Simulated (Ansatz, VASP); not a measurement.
**Two plane-wave programs on LaNb4O**

The input INCAR:

```
SYSTEM = LaNb4O
ALGO     = Normal         ! electronic algorithm
EDIFF    = 1E-7           ! SCF threshold, eV
EDIFFG   = -0.04          ! ionic threshold
ENCUT    = 600            ! plane-wave cutoff, eV
GGA      = PE             ! functional
IBRION   = 2              ! ionic algorithm
ISIF     = 3              ! what is computed and relaxed
ISMEAR   = 0              ! smearing method
LASPH    = .TRUE.         ! aspherical terms in the spheres
LCHARG   = .FALSE.        ! write CHGCAR
LREAL    = .FALSE.        ! projectors in reciprocal space
LWAVE    = .FALSE.        ! write WAVECAR
NELM     = 60             ! most SCF steps
NSW      = 90             ! ionic steps
PREC     = Accurate       ! precision mode
SIGMA    = 0.1            ! smearing width, eV
```

Contents of KPOINTS:

```
k-points
0
G
  6 6 2
  0 0 0
```

File POSCAR:

```
LaNb4O
1.0
    3.7344306867      0.0000000000      0.0000000000
    0.0000000000      3.7344306867      0.0000000000
    0.0000000000      0.0000000000      9.3460412869
La Nb O
1 4 1
Direct
    0.5000000000      0.5000000000      0.0000000000
    0.0000000000      0.5000000000      0.6387055497
    0.5000000000      0.0000000000      0.6387055497
    0.0000000000      0.5000000000      0.3612944503
    0.5000000000      0.0000000000      0.3612944503
    0.0000000000      0.0000000000      0.0000000000
```

Input for Ansatz:

```yaml
crystal:
  lattice:
    - [3.7344306867, 0.0, 0.0]
    - [0.0, 3.7344306867, 0.0]
    - [0.0, 0.0, 9.3460412869]
  atoms:
    - { symbol: La, position: [0.5, 0.5, 0.0] }
    - { symbol: Nb, position: [0.0, 0.5, 0.6387055497] }
    - { symbol: Nb, position: [0.5, 0.0, 0.6387055497] }
    - { symbol: Nb, position: [0.0, 0.5, 0.3612944503] }
    - { symbol: Nb, position: [0.5, 0.0, 0.3612944503] }
    - { symbol: O, position: [0.0, 0.0, 0.0] }
basis:
  ecutwfc: 420
kpoints:
  mp_grid: { grid: [6, 6, 2] }
hamiltonian:
  xc: pbe
scf:
  occupations: { method: gaussian, width: 0.1 }
  lower_state_search: "off"
output:
  forces: true
  stress: true
  eigenvalues: true
relax:
  adjacent_minimum: "off"
  f_tol: 0.04
  max_steps: 70
  cell: { stress_tol: 0.4 }
```

Alike in both runs: task relaxation of cell and atoms; functional PBE; k mesh 6 × 6 × 2; occupations gaussian, width 0.1 eV; no spin polarisation.

|  | VASP | Ansatz |
| --- | --- | --- |
| version | VASP 6.6.1 | Ansatz 0.2.0 |
| potentials or method | VASP PAW PBE potentials, release 64 (La, Nb_sv, O), cutoff 600 eV | scalar-relativistic, plane waves, PAW |
| valence electrons in the cell | 69 | 69 |

|  | VASP | Ansatz | Ansatz less VASP |
| --- | --- | --- | --- |
| gap on the k mesh at the Fermi level, each at its own relaxed structure (eV) | none | none | - |
| relaxed volume (Å³/atom) | 21.91 | 21.97 | +0.057 |
| relaxed cell length with the largest relative difference (Å) | 9.470 | 9.483 | +0.0123 |

A gap of «none» marks a metal or a gap that the smearing closes.

Neither program's run includes spin-orbit coupling.
